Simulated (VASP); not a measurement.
# Al3SiPd2 (P6/mmm) in VASP: a series of runs

Al3SiPd2 is run at these levels: PBE; tasks: relaxation of cell and atoms, single point.

Program: VASP 6.6.1. These are calculated values, not measurements. Logs are shortened: lines on timing, memory, paths and dates and some standing lists are left out, and cuts for length are marked.

## 1. The cell of the first run

The structure is hexagonal, space group P6/mmm (No. 191). The conventional cell has a = 4.077 Å, b = 4.077 Å, c = 6.073 Å, α = 90.00°, β = 90.00°, γ = 120.00°. Al (site symmetry mmm) has 4 Al at 2.04 Å and 2 Si at 2.04 Å within 2.7 Å. Si (site symmetry 6/mmm) has 2 Pd at 1.94 Å and 6 Al at 2.04 Å within 2.6 Å. Pd (site symmetry 6mm) has 1 Si at 1.94 Å and 1 Pd at 2.20 Å within 2.6 Å.

## 2. Relaxation of cell and atoms, PBE

The input, INCAR:

```
SYSTEM = Al3SiPd2
PREC = Accurate
ENCUT = 600
EDIFF = 1E-6
ISMEAR = 0
SIGMA = 0.1
LREAL = .False.
LASPH = .True.
NELM = 80
ALGO = Fast
ISIF = 3
LWAVE = .False.
LCHARG = .False.
GGA = PE
IBRION = 2
NSW = 90
EDIFFG = -0.04
```

The input, KPOINTS:

```
regular mesh
0
Gamma
  6 6 4
  0 0 0
```

The input, POSCAR:

```
Al3SiPd2
1.0
    4.0774040500      0.0000000000      0.0000000000
   -2.0387020300      3.5311354900      0.0000000000
    0.0000000000      0.0000000000      6.0731470800
Al Si Pd
3 1 2
Direct
    0.5000000000      0.0000000000      0.0000000000
    0.0000000000      0.5000000000      0.0000000000
    0.5000000000      0.5000000000      0.0000000000
    0.0000000000      0.0000000000      0.0000000000
    0.0000000000      0.0000000000      0.3186213700
    0.0000000000      0.0000000000      0.6813786300
```

Potentials or basis: VASP PAW PBE potentials, release 64 (Al, Si, Pd).

The run is started by

```console
> cat potpaw_PBE.64/Al/POTCAR potpaw_PBE.64/Si/POTCAR potpaw_PBE.64/Pd/POTCAR > POTCAR
> mpirun -np 1 vasp_std > vasp.out
```

OUTCAR:

```text
SYSTEM = Al3SiPd2
   PREC = Accurate
   ENCUT = 600
   EDIFF = 1E-6
   ISMEAR = 0
   LREAL = .False.
   LASPH = .True.
   NELM = 80
   ISIF = 3
   GGA = PE
   IBRION = 2
   NSW = 90
   EDIFFG = -0.04

 ion  position               nearest neighbor table
   1  0.500  0.000  0.000-   2 2.04   2 2.04   4 2.04   4 2.04   3 2.04   3 2.04   6 2.81   5 2.81
                             6 2.81   5 2.81
   2  0.000  0.500  0.000-   1 2.04   1 2.04   3 2.04   3 2.04   4 2.04   4 2.04   5 2.81   6 2.81
                             6 2.81   5 2.81
   3  0.500  0.500  0.000-   4 2.04   4 2.04   2 2.04   2 2.04   1 2.04   1 2.04   6 2.81   5 2.81
                             5 2.81   6 2.81
   4  0.000  0.000  0.000-   5 1.94   6 1.94   3 2.04   3 2.04   1 2.04   1 2.04   2 2.04   2 2.04

   5  0.000  0.000  0.319-   4 1.94   6 2.20   3 2.81   3 2.81   1 2.81   1 2.81   2 2.81   2 2.81

   6  0.000  0.000  0.681-   4 1.94   5 2.20   3 2.81   3 2.81   1 2.81   1 2.81   2 2.81   2 2.81

  LATTYP: Found a hexagonal cell.
 ALAT       =     4.0774040500
 C/A-ratio  =     1.4894641310

  Lattice vectors:

 A1 = (   4.0774040500,   0.0000000000,   0.0000000000)
 A2 = (  -2.0387020300,   3.5311354900,   0.0000000000)
 A3 = (   0.0000000000,   0.0000000000,   6.0731470800)

Analysis of symmetry for initial positions (statically):
=====================================================================
 Subroutine PRICEL returns:
 Original cell was already a primitive cell.

 Routine SETGRP: Setting up the symmetry group for a
 hexagonal supercell.

 Subroutine GETGRP returns: Found 24 space group operations
 (whereof 24 operations were pure point group operations)
 out of a pool of 24 trial point group operations.

The static configuration has the point symmetry D_6h.

Analysis of symmetry for dynamics (positions and initial velocities):
=====================================================================
 Subroutine PRICEL returns:
 Original cell was already a primitive cell.

 Routine SETGRP: Setting up the symmetry group for a
 hexagonal supercell.

 Subroutine GETGRP returns: Found 24 space group operations
 (whereof 24 operations were pure point group operations)
 out of a pool of 24 trial point group operations.

The dynamic configuration has the point symmetry D_6h.

 Subroutine INISYM returns: Found 24 space group operations
 (whereof 24 operations are pure point group operations),
 and found     1 'primitive' translations

----------------------------------------------------------------------------------------

                                     Primitive cell

  volume of cell :      87.4404

  direct lattice vectors                    reciprocal lattice vectors
     4.077404050  0.000000000  0.000000000     0.245254085  0.141597512  0.000000000
    -2.038702030  3.531135490  0.000000000     0.000000000  0.283195024  0.000000000
     0.000000000  0.000000000  6.073147080     0.000000000  0.000000000  0.164659276

  length of vectors
     4.077404050  4.077404054  6.073147080     0.283195024  0.283195024  0.164659276

  position of ions in fractional coordinates (direct lattice)
     0.500000000  0.000000000  0.000000000
     0.000000000  0.500000000  0.000000000
     0.500000000  0.500000000  0.000000000
     0.000000000  0.000000000  0.000000000
     0.000000000  0.000000000  0.318621370
     0.000000000  0.000000000  0.681378630

  ion indices of the primitive-cell ions
   primitive index   ion index
                 1           1
                 2           2
                 3           3
                 4           4
                 5           5
                 6           6

----------------------------------------------------------------------------------------

 KPOINTS: regular mesh

Automatic generation of k-mesh.
 Grid dimensions read from file:
[... 43 lines left out ...]
   k-points           NKPTS =     21   k-points in BZ     NKDIM =     21   number of bands    NBANDS=     20
   number of dos      NEDOS =    301   number of ions     NIONS =      6
   total plane-waves  NPLWV =  64800
   dimension x,y,z NGX =    36 NGY =   36 NGZ =   50
   dimension x,y,z NGXF=    72 NGYF=   72 NGZF=  100
   ions per type =               3   1   2
   NGX,Y,Z   is equivalent  to a cutoff of  14.68, 14.68, 13.69 a.u.
   NGXF,Y,Z  is equivalent  to a cutoff of  29.36, 29.36, 27.37 a.u.
 SYSTEM =  Al3SiPd2
   PREC   = accura    normal or accurate (medium, high low for compatibility)
   ISTART =      0    job   : 0-new  1-cont  2-samecut
   ICHARG =      2    charge: 1-file 2-atom 10-const
   ISPIN  =      1    spin polarized calculation?
   LNONCOLLINEAR =      F non collinear calculations
   LSORBIT =      F    spin-orbit coupling
   LASPH  =      T    aspherical Exc in radial PAW
   ENCUT  =  600.0 eV  44.10 Ry    6.64 a.u.   8.14  8.14 12.13*2*pi/ulx,y,z
   NELM   =     80;   NELMIN=  2; NELMDL= -5     # of ELM steps
   EDIFF  = 0.1E-05   stopping-criterion for ELM
   LREAL  =      F    real-space projection
   EDIFFG = -.4E-01   stopping-criterion for IOM
   NSW    =     90    number of steps for IOM
   IBRION =      2    ionic relax: 0-MD 1-quasi-New 2-CG
   NFREE  =      1    steps in history (QN), initial steepest desc. (CG)
   ISIF   =      3    stress and relaxation
   ISYM   =      2    0-nonsym 1-usesym 2-fastsym
   POTIM  = 0.5000    time-step for ionic-motion
   TEBEG  =    0.0;   TEEND  =   0.0 temperature during run
   PSTRESS=    0.0 pullay stress
   NELECT =      33.0000    total number of electrons
   NUPDOWN=      -1.0000    fix difference up-down
   EMIN   =  10.00;   EMAX   =-10.00  energy-range for DOS
   EFERMI =   0.00;   METHOD = LEGACY
   ISMEAR =     0;   SIGMA  =   0.10  broadening in eV -4-tet -1-fermi 0-gaus
   EFERMI_NEDOS =   21; number of points for ismear=-14 and -15
   IALGO  =     68    algorithm
   IMIX   =      4    mixing-type and parameters
     AMIX     =   0.40;   BMIX     =  1.00
     AMIX_MAG =   1.60;   BMIX_MAG =  1.00
  volume/ion in A,a.u.               =      14.57        98.35
  Fermi-wavevector in a.u.,A,eV,Ry     =   1.183066  2.235670 19.043316  1.399644
  Thomas-Fermi vector in A             =   2.319307
   LORBIT       =      0    0 simple, 1 ext, 2 COOP (PROOUT), +10 PAW based schemes
   GGA     = PE    functional components
   LHFCALC =     F    Hartree Fock is set to
   AEXX    =    0.0000 exact exchange contribution
   IVDW    =     0    specifies the selected vdW correction
   LEPSILON=     F    determine dielectric tensor
   LRPA    =     F    only Hartree local field effects (RPA)
 conjugate gradient relaxation of ions
 non-spin polarized calculation
 RMM-DIIS sequential band-by-band and
 Gauss-broadening in eV      SIGMA  =   0.10
  energy-cutoff  :      600.00
  volume of cell :       87.44
 maximum number of plane-waves:      2947
 NGX is ok and might be reduce to    36
   NGX = 17   NGY = 17   NGZ = 25

--------------------------------------- Ionic step        1  -------------------------------------------

 number of electron      32.9999999 magnetization

 Free energy of the ion-electron system (eV)
  ---------------------------------------------------
  ext. energy  EPLUGINS =         0.00000000
  ---------------------------------------------------
  free energy    TOTEN  =        -5.78351605 eV

  energy without entropy =       -5.76898804  energy(sigma->0) =       -5.77625205

 E-fermi :   9.3082     XC(G=0): -10.8693

 val. band max:        9.2684363223   @ k =   0.0000   0.0000   0.5000
 cond. band min:       9.3281088288   @ k =   0.3333  -0.0000   0.2500
 fundamental gap:      0.0596725065
 Fermi energy:         9.3081558244

 k-point     1 :       0.0000    0.0000    0.0000
  band No.  band energies     occupation
      1      -5.7511      2.00000
      2       1.6471      2.00000
      3       1.6471      2.00000
      4       2.0286      2.00000
      5       2.3690      2.00000
      6       5.1422      2.00000
[... 511 lines left out ...]
--------------------------------------- Ionic step        2  -------------------------------------------

 number of electron      33.0000026 magnetization

------------------------ aborting loop EDIFF was not reached (unconverged)  ----------------------------

  FORCE on cell =-STRESS in cart. coord.  units (eV):
  Direction    XX          YY          ZZ          XY          YZ          ZX
  --------------------------------------------------------------------------------------
  -------------------------------------------------------------------------------------
  Total      -16.5442634    -16.5442634    -12.2358254      0.0000000      0.0000000     -0.0000000
  in kB      -87.5933797    -87.5933798    -64.7824129      0.0000002      0.0000000     -0.0000000
  external PRESSURE =     -79.9897241 kB  Pullay stress =       0.0000000 kB
[... 27 lines left out ...]
--------------------------------------- Ionic step        3  -------------------------------------------

 number of electron      33.0000003 magnetization

------------------------ aborting loop EDIFF was not reached (unconverged)  ----------------------------

  FORCE on cell =-STRESS in cart. coord.  units (eV):
  Direction    XX          YY          ZZ          XY          YZ          ZX
  --------------------------------------------------------------------------------------
  -------------------------------------------------------------------------------------
  Total       -4.5534462     -4.5534462     16.8515784      0.0000000      0.0000000     -0.0000000
  in kB      -29.3593938    -29.3593939    108.6544363      0.0000001      0.0000000     -0.0000000
  external PRESSURE =      16.6452162 kB  Pullay stress =       0.0000000 kB
[... 21 lines left out ...]
  FREE ENERGIE OF THE ION-ELECTRON SYSTEM (eV)
  ---------------------------------------------------
  free  energy   TOTEN  =        59.7632830007 eV

  energy  without entropy=       59.7747853806  energy(sigma->0) =       59.76903419

[... ionic steps 4 to 14 ...]

--------------------------------------- Ionic step       15  -------------------------------------------

 number of electron      32.9999989 magnetization

------------------------ aborting loop because EDIFF is reached ----------------------------------------
[... 75 lines left out ...]
--------------------------------------- Ionic step       17  -------------------------------------------

 number of electron      32.9999988 magnetization

 Free energy of the ion-electron system (eV)
  ---------------------------------------------------
  ext. energy  EPLUGINS =         0.00000000
  ---------------------------------------------------
  free energy    TOTEN  =       -23.16629696 eV

  energy without entropy =      -23.14742232  energy(sigma->0) =      -23.15685964

 E-fermi :   3.0409     XC(G=0):  -8.0628

 val. band max:        3.0125573620   @ k =   0.3333  -0.0000   0.5000
 cond. band min:       3.0577982090   @ k =   0.3333   0.3333   0.0000
 fundamental gap:      0.0452408470
 Fermi energy:         3.0409433736

 k-point     1 :       0.0000    0.0000    0.0000
  band No.  band energies     occupation
      1      -7.5611      2.00000
      2      -2.2876      2.00000
      3      -1.7673      2.00000
      4      -1.7673      2.00000
      5      -1.0109      2.00000
      6       0.0299      2.00000
[... 505 lines left out ...]
  FREE ENERGIE OF THE ION-ELECTRON SYSTEM (eV)
  ---------------------------------------------------
  free  energy   TOTEN  =       -23.1662969554 eV

  energy  without entropy=      -23.1474223164  energy(sigma->0) =      -23.15685964

 reached required accuracy - stopping structural energy minimisation
```

Wall time 38 min (1 thread of Intel Xeon 6975P-C, shared host); peak memory 0.29 GiB.

What came out:

```yaml
Free_energy: -23.1663 eV
Relaxed_volume: 27.97 Å³/atom
Relaxed_cell: a = 5.254 Å, b = 5.254 Å, c = 7.020 Å, α = 90.00°, β = 90.00°, γ = 120.00°
Space_group_after_relaxing_to_0.05_Å: P6/mmm (No. 191)
Energy_gained_by_relaxing: 2897.1 meV/atom
Ionic_steps: 17
Pressure_after_relaxing: 0.0 GPa
Largest_force_after_relaxing: 0.008 eV/Å
```

Forces on the atoms (eV/Å):
```
Al   0.000  0.000  0.000
Al   0.000  0.000  0.000
Al   0.000  0.000  0.000
Si   0.000  0.000  0.000
Pd   0.000  0.000 -0.008
Pd   0.000  0.000  0.008
```

The path:
```tsv
step	energy change (eV)	largest force (eV/Å)	pressure (GPa)	volume (Å³)
1	0.0000	2.4495	117.85	87.44
2	2.9448	1.4151	-8.00	302.61
3	65.5468	4.1300	1.66	248.49
4	-9.1786	0.8298	-4.48	279.34
5	-13.3226	1.4116	-5.57	279.35
6	-10.6229	0.9699	-3.06	220.92
7	-16.8412	0.6612	-3.99	196.56
8	-15.4003	4.3576	9.70	153.24
9	-17.2130	0.0164	-1.99	182.44
10	-17.2694	0.7218	0.08	173.54
11	-17.2698	0.5589	-0.40	175.34
12	-17.3144	0.4518	-0.44	173.40
13	-17.3795	0.2364	-0.06	167.58
14	-17.3803	0.0222	-0.20	168.76
15	-17.3812	0.1014	-0.13	168.30
16	-17.3795	0.1330	0.30	167.10
17	-17.3828	0.0082	0.02	167.81
```

Final structure:
```yaml
crystal:
  lattice:
    - [5.25367, 0.00000, 0.00000]
    - [-2.62683, 4.54981, 0.00000]
    - [0.00000, 0.00000, 7.02038]
  atoms:
    - { symbol: Al, position: [0.50000, 0.00000, 0.00000] }
    - { symbol: Al, position: [0.00000, 0.50000, 0.00000] }
    - { symbol: Al, position: [0.50000, 0.50000, 0.00000] }
    - { symbol: Si, position: [0.00000, 0.00000, 0.00000] }
    - { symbol: Pd, position: [0.00000, 0.00000, 0.31238] }
    - { symbol: Pd, position: [0.00000, 0.00000, 0.68762] }
```

Levels at points of the mesh, in eV from the Fermi level:
```tsv
k point	band 14	band 15	band 16	band 17	band 18	band 19	band 20
(0.00, 0.00, 0.00)	-1.82	-1.69	-1.69	-0.98	-0.91	-0.91	3.18
(0.50, 0.00, 0.00)	-1.57	-1.24	-0.10	-0.06	0.99	1.85	2.59
(0.00, 0.00, 0.50)	-0.94	-0.79	-0.79	-0.76	-0.76	0.82	2.67
(0.50, 0.00, 0.50)	-1.47	-1.08	-1.01	1.34	1.53	1.87	2.52
```

Caveat: the volume moved by over 15 % at a fixed basis, so the end points are rough.

## 3. Single point, PBE

This run uses another cell than the first one, of 28.28 Å³/atom, 1.940 times its volume.

The input, INCAR:

```
  PREC = Accurate
  ENCUT = 520
  EDIFF = 1E-6
  ISMEAR = 0
  SIGMA = 0.1
  LREAL = F
  LASPH = T
  NELM = 100
  ALGO = Fast
  ISIF = 2
  LWAVE = F
  LCHARG = F
  GGA = PE
  NBANDS = 26
```

The input, KPOINTS:

```
regular mesh
0
Gamma
  12 12 6
```

The input, POSCAR:

```
Al3SiPd2
1.0
    5.2753832384      0.0000000000      0.0000000000
   -2.6376916192      4.5686158992      0.0000000000
    0.0000000000      0.0000000000      7.0391194689
Al Si Pd
3 1 2
Direct
    0.5000000000      0.0000000000      0.0000000000
    0.0000000000      0.5000000000      0.0000000000
    0.5000000000      0.5000000000      0.0000000000
    0.0000000000      0.0000000000      0.0000000000
    0.0000000000      0.0000000000      0.3112365102
    0.0000000000      0.0000000000      0.6887634898
```

Potentials or basis: VASP PAW PBE potentials, release 64 (Al, Si, Pd).

The run is started by

```console
> cat potpaw_PBE.64/Al/POTCAR potpaw_PBE.64/Si/POTCAR potpaw_PBE.64/Pd/POTCAR > POTCAR
> mpirun -np 1 vasp_std > vasp.out
```

Wall time 7.1 min (1 thread of Intel Xeon 6975P-C, shared host); peak memory 0.49 GiB.

It converged, with:

| Item | Value |
| --- | --- |
| Free energy | -23.2241 eV |
| Pressure | 0.0 GPa |
| Largest force | 0.046 eV/Å |

Forces on the atoms (eV/Å):
```
Al   0.000  0.000  0.000
Al   0.000  0.000  0.000
Al   0.000  0.000  0.000
Si   0.000  0.000  0.000
Pd   0.000  0.000  0.046
Pd   0.000  0.000 -0.046
```

Stress tensor (GPa, compression positive):
```
-0.04  0.00  0.00
 0.00 -0.04  0.00
 0.00  0.00  0.16
```

Levels at points of the mesh, in eV from the Fermi level:
| k point | band 12 | band 13 | band 14 | band 15 | band 16 | band 17 | band 18 | band 19 | band 20 | band 21 |
| --- | --- | --- | --- | --- | --- | --- | --- | --- | --- | --- |
| (0.00, 0.00, 0.00) | -1.84 | -1.74 | -1.74 | -1.65 | -1.65 | -0.94 | -0.87 | -0.87 | 3.19 | 4.40 |
| (0.50, 0.00, 0.00) | -1.83 | -1.67 | -1.54 | -1.21 | -0.07 | -0.05 | 1.04 | 1.90 | 2.57 | 2.62 |
| (0.00, 0.00, 0.50) | -1.87 | -1.87 | -0.91 | -0.76 | -0.76 | -0.72 | -0.72 | 0.85 | 2.70 | 3.15 |
| (0.50, 0.00, 0.50) | -1.64 | -1.53 | -1.43 | -1.05 | -0.96 | 1.38 | 1.54 | 1.91 | 1.91 | 2.55 |
